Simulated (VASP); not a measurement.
Crystal: GaN.

```
Ga N
1.0
     0.00000    2.10075    2.10075
     2.10075    0.00000    2.10075
     2.10075    2.10075    0.00000
Ga N
1 1
Cartesian
  0.0000 0.0000 0.0000
  1.0504 1.0504 1.0504
```

| Property | Result |
| --- | --- |
| Program | VASP 6.6.1 |
| Task | relaxation of cell and atoms |
| Functional | PBEsol |
| Potentials or basis | VASP PAW PBE potentials, release 64 (Ga_d, N) |
| Cutoff | 600 eV |
| k mesh | 8 × 8 × 8 |
| Occupations | fermi-dirac, width 0.03 eV |
| Spin | no spin polarisation |

At the start: pressure 59.2 GPa; volume 9.27 Å³/atom.

Problem. Where does the relaxation end?

Solution. Over 6 steps the energy falls by 323.2 meV/atom and the volume is 11.36 Å³/atom (+22.5 %); space group F-43m (No. 216, to 0.05 Å).

Step by step:
```csv
step,energy change (eV),largest force (eV/Å),pressure (GPa),volume (Å³)
1,0.0000,0.0000,59.23,18.54
2,0.0741,0.0000,-27.91,29.34
3,-0.6451,0.0000,-1.63,22.96
4,-0.6463,0.0000,-0.52,22.80
5,-0.6465,0.0000,0.19,22.71
6,-0.6465,0.0000,0.12,22.71
```

Final structure:
```
Ga N
1.0
     0.00000    2.24770    2.24770
     2.24770    0.00000    2.24770
     2.24770    2.24770    0.00000
Ga N
1 1
Cartesian
  0.0000 0.0000 0.0000
  1.1238 1.1238 1.1238
```

Caveat: the volume moved by over 15 % at a fixed basis, so the end points are rough; the PAW data sets were made with another functional, which shifts forces and pressure a little.
